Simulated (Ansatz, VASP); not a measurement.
## AlN: VASP beside Ansatz

Contents of INCAR:

```
PREC = Accurate
ENCUT = 520
EDIFF = 1E-6
ISMEAR = -1
SIGMA = 0.05
LREAL = False
LASPH = True
NELM = 60
ALGO = Normal
ISIF = 2
LWAVE = False
LCHARG = False
GGA = PE
NBANDS = 11
```

The input KPOINTS:

```
Automatic mesh
0
Gamma
  10 10 10
```

POSCAR

```
AlN
1.0
    0.0000000000      2.1839935596      2.1839935596
    2.1839935596      0.0000000000      2.1839935596
    2.1839935596      2.1839935596      0.0000000000
Al N
1 1
Direct
    0.0000000000      0.0000000000      0.0000000000
    0.2500000000      0.2500000000      0.2500000000
```

Contents of input.yaml:

```yaml
crystal:
  lattice:
    - [0.0, 2.1839935596, 2.1839935596]
    - [2.1839935596, 0.0, 2.1839935596]
    - [2.1839935596, 2.1839935596, 0.0]
  atoms:
    - { symbol: Al, position: [0.0, 0.0, 0.0] }
    - { symbol: "N", position: [0.25, 0.25, 0.25] }
kpoints:
  mp_grid: { grid: [10, 10, 10] }
scf:
  occupations: { method: fermi_dirac, width: 0.05 }
hamiltonian:
  xc: pbe
  pseudopotentials: { kind: all_electron, lapw: { basis_error: 0.0005 } }
output:
  forces: true
  stress: true
  eigenvalues: true
```

Alike in both runs: task single point; functional PBE; k mesh 10 × 10 × 10; occupations fermi-dirac, width 0.05 eV; no spin polarisation.

|  | VASP | Ansatz |
| --- | --- | --- |
| version | VASP 6.6.1 | Ansatz 0.2.0 |
| potentials or method | VASP PAW PBE potentials, release 64 (Al, N), cutoff 520 eV | all-electron LAPW, scalar-relativistic |

Ansatz gave:

| Quantity | Value |
| --- | --- |
| gap on the k mesh at the Fermi level (eV) | 3.32 |
| least direct gap on the mesh (eV) | 4.19 |
| pressure (GPa) | 4.8 |

Question: Estimate VASP's values.

Answer: gap on the k mesh at the Fermi level (eV): 3.32; least direct gap on the mesh (eV): 4.20; pressure (GPa): 4.6.

Ansatz ran all-electron here, and VASP with PAW potentials.
